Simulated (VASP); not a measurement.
# Si8C6N (a cell with a defect) in VASP: a series of runs

Runs on Si8C6N (a cell with a defect). Level: PBEsol. Tasks: single point, relaxation of the atoms.

Everything below comes from runs of VASP 6.6.1. Logs are shortened: lines on timing, memory, paths and dates and some standing lists are left out, and cuts for length are marked.

## (1) The cell of the first run

The cell holds a defect, 15 atoms: a = 6.152 Å, b = 5.328 Å, c = 5.048 Å, α = 90.00°, β = 90.00°, γ = 90.00°.

## (2) Single point, PBEsol

Input file INCAR:

```
SYSTEM = Si8C6N
  PREC = Accurate
  ENCUT = 520
  EDIFF = 1E-6
  ISMEAR = 0
  SIGMA = 0.02
  LREAL = Auto
  LASPH = .True.
  NELM = 100
  ALGO = Normal
  ISIF = 2
  LWAVE = .False.
  LCHARG = .False.
  GGA = PS
  NELECT = 60.0
  NBANDS = 44
```

Input file KPOINTS:

```
Automatic mesh
0
Gamma
  2 3 3
  0 0 0
```

Input file POSCAR:

```
Si8C6N
1.0
   -3.0760000000     -5.3277880000      0.0000000000
    4.6140000000     -2.6638940000      0.0000000000
    0.0000000000      0.0000000000      5.0480000000
Si C N
8 6 1
Direct
    0.5000000469      0.3333333646      0.0000000000
    0.5000000938      0.6666667292      0.5000000000
    0.2500000469      0.8333333646      0.0000000000
    0.2499999531      0.1666666354      0.5000000000
    0.0000000469      0.3333333646      0.0000000000
   -0.0000000469      0.6666666354      0.5000000000
    0.7500000469      0.8333333646      0.0000000000
    0.7500000938      0.1666667292      0.5000000000
    0.5000000469      0.3333333646      0.3850000000
    0.5000000938      0.6666667292      0.8850000000
    0.2499999531      0.1666666354      0.8850000000
    0.0000000469      0.3333333646      0.3850000000
   -0.0000000469      0.6666666354      0.8850000000
    0.7500000938      0.1666667292      0.8850000000
   -0.2499999531      0.8333333646      0.3850000000
```

Potentials or basis: VASP PAW PBE potentials, release 64 (Si, C, N).

On the command line:

```
cat potpaw_PBE.64/Si/POTCAR potpaw_PBE.64/C/POTCAR potpaw_PBE.64/N/POTCAR > POTCAR
mpirun -np 1 vasp_std > vasp.out
```

OUTCAR:

```text
SYSTEM = Si8C6N
   PREC = Accurate
   ENCUT = 520
   EDIFF = 1E-6
   ISMEAR = 0
   LREAL = Auto
   LASPH = .True.
   NELM = 100
   ISIF = 2
   GGA = PS
   NELECT = 60.0

 ion  position               nearest neighbor table
   1  0.500  0.333  0.000-  14 1.87  10 1.87  11 1.87   9 1.94   5 3.08   7 3.08   3 3.08   5 3.08
                             7 3.08   3 3.08   8 3.09   8 3.09   2 3.09   2 3.09   4 3.09   4 3.09
   2  0.500  0.667  0.500-  15 1.87   9 1.87  10 1.94   6 3.08   8 3.08   8 3.08   4 3.08   6 3.08
                             4 3.08   7 3.09   7 3.09   3 3.09   3 3.09   1 3.09   1 3.09
   3  0.250  0.833  0.000-  11 1.87  10 1.87  13 1.87   7 3.08   1 3.08   5 3.08   7 3.08   5 3.08
                             1 3.08   4 3.09   4 3.09   2 3.09   2 3.09   6 3.09   6 3.09
   4  0.250  0.167  0.500-  12 1.87   9 1.87  11 1.94   8 3.08   6 3.08   6 3.08   2 3.08   8 3.08
                             2 3.08   3 3.09   3 3.09   5 3.09   5 3.09   1 3.09   1 3.09
   5  0.000  0.333  0.000-  14 1.87  13 1.87  11 1.87  12 1.94   1 3.08   3 3.08   7 3.08   1 3.08
                             7 3.08   3 3.08   8 3.09   8 3.09   6 3.09   6 3.09   4 3.09   4 3.09
   6  1.000  0.667  0.500-  12 1.87  15 1.87  13 1.94   8 3.08   2 3.08   4 3.08   4 3.08   8 3.08
                             2 3.08   5 3.09   5 3.09   7 3.09   7 3.09   3 3.09   3 3.09
   7  0.750  0.833  0.000-  10 1.87  13 1.87  14 1.87  15 1.94   3 3.08   5 3.08   1 3.08   3 3.08
                             5 3.08   1 3.08   2 3.09   2 3.09   6 3.09   6 3.09   8 3.09   8 3.09
   8  0.750  0.167  0.500-  12 1.87   9 1.87  15 1.87  14 1.94   6 3.08   4 3.08   2 3.08   2 3.08
                             6 3.08   4 3.08   5 3.09   5 3.09   1 3.09   1 3.09   7 3.09   7 3.09
   9  0.500  0.333  0.385-   8 1.87   2 1.87   4 1.87   1 1.94
  10  0.500  0.667  0.885-   7 1.87   3 1.87   1 1.87   2 1.94
  11  0.250  0.167  0.885-   3 1.87   5 1.87   1 1.87   4 1.94
  12  0.000  0.333  0.385-   8 1.87   6 1.87   4 1.87   5 1.94
  13  1.000  0.667  0.885-   5 1.87   7 1.87   3 1.87   6 1.94
  14  0.750  0.167  0.885-   5 1.87   1 1.87   7 1.87   8 1.94
  15  0.750  0.833  0.385-   2 1.87   6 1.87   8 1.87   7 1.94

  LATTYP: Found a simple orthorhombic cell.
 ALAT       =     5.0480000000
 B/A-ratio  =     1.0554255573
 C/A-ratio  =     1.2187004267

  Lattice vectors:

 A1 = (   0.0000000000,   0.0000000000,  -5.0480000000)
 A2 = (   4.6140000000,  -2.6638940000,   0.0000000000)
 A3 = (  -3.0760000000,  -5.3277880000,   0.0000000000)

Analysis of symmetry for initial positions (statically):
=====================================================================
 Subroutine PRICEL returns:
 Original cell was already a primitive cell.

 Routine SETGRP: Setting up the symmetry group for a
 simple orthorhombic supercell.

 Subroutine GETGRP returns: Found  2 space group operations
 (whereof  1 operations were pure point group operations)
 out of a pool of  8 trial point group operations.

The static configuration has the point symmetry C_1 .
 The point group associated with its full space group is C_1h.

Analysis of symmetry for dynamics (positions and initial velocities):
=====================================================================
 Subroutine PRICEL returns:
 Original cell was already a primitive cell.

 Routine SETGRP: Setting up the symmetry group for a
 simple orthorhombic supercell.

 Subroutine GETGRP returns: Found  2 space group operations
 (whereof  1 operations were pure point group operations)
 out of a pool of  8 trial point group operations.

The dynamic configuration has the point symmetry C_1 .
 The point group associated with its full space group is C_1h.

 Subroutine INISYM returns: Found  2 space group operations
 (whereof  1 operations are pure point group operations),
 and found     1 'primitive' translations

----------------------------------------------------------------------------------------

                                     Primitive cell

  volume of cell :     165.4560

  direct lattice vectors                    reciprocal lattice vectors
    -3.076000000 -5.327788000  0.000000000    -0.081274382 -0.140771367  0.000000000
     4.614000000 -2.663894000  0.000000000     0.162548765 -0.093847578  0.000000000
     0.000000000  0.000000000  5.048000000     0.000000000  0.000000000  0.198098257

  length of vectors
     6.151999754  5.327788213  5.048000000     0.162548771  0.187695149  0.198098257

  position of ions in fractional coordinates (direct lattice)
     0.500000047  0.333333365  0.000000000
     0.500000094  0.666666729  0.500000000
[... 57 lines left out ...]

 Following reciprocal coordinates:
            Coordinates               Weight
  0.000000  0.000000  0.000000      1.000000
  0.500000  0.000000  0.000000      1.000000
 -0.000000  0.333333  0.000000      2.000000
  0.500000  0.333333  0.000000      2.000000
  0.000000  0.000000  0.333333      2.000000
  0.500000  0.000000  0.333333      2.000000
 -0.000000  0.333333  0.333333      2.000000
  0.000000 -0.333333  0.333333      2.000000
  0.500000  0.333333  0.333333      2.000000
  0.500000 -0.333333  0.333333      2.000000
   k-points           NKPTS =     10   k-points in BZ     NKDIM =     10   number of bands    NBANDS=     44
   number of dos      NEDOS =    301   number of ions     NIONS =     15
   total plane-waves  NPLWV =  76800
   dimension x,y,z NGX =    48 NGY =   40 NGZ =   40
   dimension x,y,z NGXF=    96 NGYF=   80 NGZF=   80
   ions per type =               8   6   1
   NGX,Y,Z   is equivalent  to a cutoff of  12.97, 12.48, 13.17 a.u.
   NGXF,Y,Z  is equivalent  to a cutoff of  25.94, 24.96, 26.35 a.u.
 SYSTEM =  Si8C6N
   PREC   = accura    normal or accurate (medium, high low for compatibility)
   ISTART =      0    job   : 0-new  1-cont  2-samecut
   ICHARG =      2    charge: 1-file 2-atom 10-const
   ISPIN  =      1    spin polarized calculation?
   LNONCOLLINEAR =      F non collinear calculations
   LSORBIT =      F    spin-orbit coupling
   LASPH  =      T    aspherical Exc in radial PAW
   ENCUT  =  520.0 eV  38.22 Ry    6.18 a.u.  11.44  9.91  9.39*2*pi/ulx,y,z
   NELM   =    100;   NELMIN=  2; NELMDL= -5     # of ELM steps
   EDIFF  = 0.1E-05   stopping-criterion for ELM
   LREAL  =      T    real-space projection
   EDIFFG = 0.1E-04   stopping-criterion for IOM
   NSW    =      0    number of steps for IOM
   IBRION =     -1    ionic relax: 0-MD 1-quasi-New 2-CG
   NFREE  =      0    steps in history (QN), initial steepest desc. (CG)
   ISIF   =      2    stress and relaxation
   ISYM   =      2    0-nonsym 1-usesym 2-fastsym
   POTIM  = 0.5000    time-step for ionic-motion
   TEBEG  =    0.0;   TEEND  =   0.0 temperature during run
   PSTRESS=    0.0 pullay stress
   NELECT =      60.0000    total number of electrons
   NUPDOWN=      -1.0000    fix difference up-down
   EMIN   =  10.00;   EMAX   =-10.00  energy-range for DOS
   EFERMI =   0.00;   METHOD = LEGACY
   ISMEAR =     0;   SIGMA  =   0.02  broadening in eV -4-tet -1-fermi 0-gaus
   EFERMI_NEDOS =   21; number of points for ismear=-14 and -15
   IALGO  =     38    algorithm
   IMIX   =      4    mixing-type and parameters
     AMIX     =   0.40;   BMIX     =  1.00
     AMIX_MAG =   1.60;   BMIX_MAG =  1.00
  volume/ion in A,a.u.               =      11.03        74.44
  Fermi-wavevector in a.u.,A,eV,Ry     =   1.167431  2.206124 18.543299  1.362894
  Thomas-Fermi vector in A             =   2.303931
   LORBIT       =      0    0 simple, 1 ext, 2 COOP (PROOUT), +10 PAW based schemes
   GGA     = PS    functional components
   LHFCALC =     F    Hartree Fock is set to
   AEXX    =    0.0000 exact exchange contribution
   IVDW    =     0    specifies the selected vdW correction
   LEPSILON=     F    determine dielectric tensor
   LRPA    =     F    only Hartree local field effects (RPA)
 non-spin polarized calculation
 Gauss-broadening in eV      SIGMA  =   0.02
  energy-cutoff  :      520.00
  volume of cell :      165.46
 maximum number of plane-waves:      4468
 NGX is ok and might be reduce to    48
   NGX = 23   NGY = 19   NGZ = 19

 number of electron      59.9999999 magnetization

 Free energy of the ion-electron system (eV)
  ---------------------------------------------------
  ext. energy  EPLUGINS =         0.00000000
  ---------------------------------------------------
  free energy    TOTEN  =      -122.40400769 eV

  energy without entropy =     -122.40339482  energy(sigma->0) =     -122.40370125

 E-fermi :   9.4851     XC(G=0): -11.2451

 val. band max:        9.4665138827   @ k =   0.0000   0.0000   0.0000
 cond. band min:       9.5130956315   @ k =  -0.0000   0.3333   0.0000
 fundamental gap:      0.0465817488
 Fermi energy:         9.4851225190

 k-point     1 :       0.0000    0.0000    0.0000
  band No.  band energies     occupation
      1      -8.9345      2.00000
      2      -6.5107      2.00000
      3      -4.6854      2.00000
      4      -4.3228      2.00000
      5      -3.7455      2.00000
      6      -3.2881      2.00000
[... 439 lines left out ...]
     41      14.0175      0.00000
     42      14.4649      0.00000
 [bands above 42 left out]

------------------------ aborting loop because EDIFF is reached ----------------------------------------

  FORCE on cell =-STRESS in cart. coord.  units (eV):
  Direction    XX          YY          ZZ          XY          YZ          ZX
  --------------------------------------------------------------------------------------
  -------------------------------------------------------------------------------------
  Total      -12.8993856    -11.5348202    -20.2497389      1.1817472      0.2003372     -0.3469942
  in kB     -124.9099399   -111.6963041   -196.0863680     11.4433334      1.9399458     -3.3600846
  external PRESSURE =    -144.2308706 kB  Pullay stress =       0.0000000 kB

 VOLUME and BASIS-vectors are now :
 -----------------------------------------------------------------------------
  energy-cutoff  :      520.00
  volume of cell :      165.46
      direct lattice vectors                 reciprocal lattice vectors
    -3.076000000 -5.327788000  0.000000000    -0.081274382 -0.140771367  0.000000000
     4.614000000 -2.663894000  0.000000000     0.162548765 -0.093847578  0.000000000
     0.000000000  0.000000000  5.048000000     0.000000000  0.000000000  0.198098257

 POSITION                                       TOTAL-FORCE (eV/Angst)
 -----------------------------------------------------------------------------------
      0.00000     -3.55186      0.00000        -0.173523     -0.116800      0.575207
      1.53800     -4.43982      2.52400         0.465352      0.061624      0.701906
      3.07600     -3.55186      0.00000         0.065457     -0.037792      0.087753
     -0.00000     -1.77593      2.52400        -0.122624      0.070797      0.553341
      1.53800     -0.88796      0.00000         0.014391      0.208676      0.575207
     -0.00000     -7.10372      2.52400         0.179308     -0.433818      0.701906
      1.53800     -6.21575      0.00000        -0.032455      0.018738      0.278292
     -1.53800     -4.43982      2.52400         0.278359     -0.160711      0.964132
      0.00000     -3.55186      1.94348        -0.485587     -0.079485     -0.982564
      1.53800     -4.43982      4.46748        -0.124238     -0.462825     -0.249595
     -0.00000     -1.77593      4.46748        -0.253006      0.146073     -0.471986
      1.53800     -0.88796      1.94348        -0.173958      0.460273     -0.982564
     -0.00000     -7.10372      4.46748         0.338699      0.339006     -0.249595
     -1.53800     -4.43982      4.46748        -0.317871      0.183523     -0.658960
      1.53800     -6.21575      1.94348         0.341697     -0.197279     -0.842481
 -----------------------------------------------------------------------------------
    total drift:                               -0.001531      0.000685      0.009257

  FREE ENERGIE OF THE ION-ELECTRON SYSTEM (eV)
  ---------------------------------------------------
  free  energy   TOTEN  =      -122.4040076854 eV

  energy  without entropy=     -122.4033948243  energy(sigma->0) =     -122.40370125
```

It took 2.4 min on 1 thread of Intel Xeon 8259CL, shared host; peak memory 0.28 GiB.

Results:

```yaml
Free_energy: -122.4040 eV
Largest_force: 1.099 eV/Å
```

Forces in eV/Å, atoms in the order of the input:
```
Si  -0.174 -0.117  0.575
Si   0.465  0.062  0.702
Si   0.065 -0.038  0.088
Si  -0.123  0.071  0.553
Si   0.014  0.209  0.575
Si   0.179 -0.434  0.702
Si  -0.032  0.019  0.278
Si   0.278 -0.161  0.964
C   -0.486 -0.079 -0.983
C   -0.124 -0.463 -0.250
C   -0.253  0.146 -0.472
C   -0.174  0.460 -0.983
C    0.339  0.339 -0.250
C   -0.318  0.184 -0.659
N    0.342 -0.197 -0.842
```

Levels at points of the mesh, in eV from the Fermi level:
| k point | band 26 | band 27 | band 28 | band 29 | band 30 | band 31 | band 32 | band 33 | band 34 | band 35 |
| --- | --- | --- | --- | --- | --- | --- | --- | --- | --- | --- |
| (0.00, 0.00, 0.00) | -3.21 | -3.07 | -2.46 | -2.20 | -0.02 | 0.53 | 0.61 | 1.28 | 1.85 | 2.12 |
| (0.50, 0.00, 0.00) | -3.72 | -3.24 | -2.86 | -2.74 | -1.36 | 0.41 | 0.58 | 1.20 | 1.57 | 3.97 |

Caveat: the k points lie up to 0.51 Å⁻¹ apart; the cell carries a net charge on a neutralising background, which shifts energy and pressure; the cell is charged against a uniform background, so pressure and absolute levels hang on convention; the PAW data sets were made with another functional, which shifts forces and pressure a little.

[end of part 1 of 2]
